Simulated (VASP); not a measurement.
Runs of VASP 6.6.1 on B2SbAs. The structure is that of space group P-4m2 (No. 115), or close to it. The cells are those of the table. 

```csv
level,cell,gap on the mesh (eV),pressure (GPa),largest force (eV/Å)
r2SCAN,"a = 3.511, b = 3.511, c = 4.983 Å, 4 atoms",0.95,4.3,0.13
r2SCAN,"a = 3.617, b = 3.617, c = 5.133 Å, 4 atoms",1.01,-5.9,0.05
r2SCAN,"a = 3.582, b = 3.582, c = 5.084 Å, 4 atoms",0.99,(c),-
r2SCAN,"a = 3.547, b = 3.547, c = 5.034 Å, 4 atoms",0.97,(a),0.06
PBE,"a = 3.564, b = 3.564, c = 5.057 Å, 4 atoms",0.84,0.6,0.04
PBE,"a = 3.599, b = 3.599, c = 5.107 Å, 4 atoms",(d),-2.6,0.02
PBE,"a = 3.634, b = 3.634, c = 5.156 Å, 4 atoms",0.89,(b),0.07
PBE,"a = 3.528, b = 3.528, c = 5.006 Å, 4 atoms",0.82,4.3,0.10
```

Alike in all rows: task single point; potentials or basis VASP PAW PBE potentials, release 64 (As, B, Sb); no spin polarisation; k mesh 6 × 6 × 4; cutoff (eV) 520; smearing gaussian 0.01 eV.

Task: Fill in the values left out.

Result: (a) 0.4; (b) -5.3; (c) -3.0; (d) 0.86.

Caveats: spin-orbit coupling is left out, which moves the levels of the heavy elements; the PAW data sets were made with another functional, which shifts forces and pressure a little (some runs).

A k mesh can miss the band edges, and the runs leave out spin-orbit coupling on As, Sb.
